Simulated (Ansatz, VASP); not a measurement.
# K3Ge: VASP beside Ansatz

```
CELL_PARAMETERS angstrom
0.00000 4.31338 4.31338
4.31338 0.00000 4.31338
4.31338 4.31338 0.00000
ATOMIC_POSITIONS crystal
K 0.25000 0.25000 0.25000
K 0.75000 0.75000 0.75000
K 0.50000 0.50000 0.50000
Ge 0.00000 0.00000 0.00000
```

Alike in both runs: functional PBE; k mesh 8 × 8 × 8; occupations gaussian, width 0.1 eV; collinear spin.

Ansatz relaxed the structure, and its values are those at the end. VASP's run is a single point on that final structure, the one shown.

|  | VASP | Ansatz |
| --- | --- | --- |
| version | VASP 6.6.1 | Ansatz 0.2.0 |
| potentials or method | VASP PAW PBE potentials, release 64 (K_sv, Ge_d), cutoff 520 eV | scalar-relativistic, plane waves, PAW |
| valence electrons in the cell | 41 | 41 |

Ansatz gave:

- gap on the k mesh at the Fermi level (eV): none
- pressure (GPa): 0.0
- net moment per atom (μB): 0.25
- size of the moment on the site where the two differ most (μB): 0.61

Question: Estimate VASP's values.

Answer: gap on the k mesh at the Fermi level (eV): none; pressure (GPa): 0.0; net moment per atom (μB): 0.25; size of the moment on the site where the two differ most (μB): 0.31.

Site moments also hang on the region over which each program counts them. A gap of «none» marks a metal or a gap that the smearing closes.
